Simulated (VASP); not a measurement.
SiC, 4 atoms in the cell. It takes space group F-43m (No. 216, cubic). Conventional cell: a = 4.329 Å, b = 4.329 Å, c = 4.329 Å, α = 90.00°, β = 90.00°, γ = 90.00°. Within 2.5 Å of Si (site symmetry -43m) lie 4 C at 1.87 Å. C (site symmetry -43m) has 4 Si at 1.87 Å within 2.5 Å. 

* Program: VASP 6.6.1
* Task: single point
* Functional: LDA
* Potentials or basis: VASP PAW LDA potentials, release 64 (Si, C)
* Cutoff: 520 eV
* k mesh: 10 × 10 × 6
* Occupations: gaussian, width 0.05 eV
* Spin: no spin polarisation
* Dipole correction: no
* Further INCAR settings: ALGO = Normal; EDIFF = 1e-07; NBANDS = 16

Potentials or basis: VASP PAW LDA potentials, release 64 (Si, C).

The run is started by

```sh
$ cat potpaw_LDA.64/Si/POTCAR potpaw_LDA.64/C/POTCAR > POTCAR
$ mpirun -np 1 vasp_std > vasp.out
```

Hardware: 1 thread of AMD EPYC 7R13 Processor (Zen 3), on a shared host.

Question: Estimate the wall time of this run.

Answer: It took 54 s on 1 thread of AMD EPYC 7R13 Processor (Zen 3), on a shared host, peak memory 0.13 GiB. Counts: scf iterations 14, k points 84.
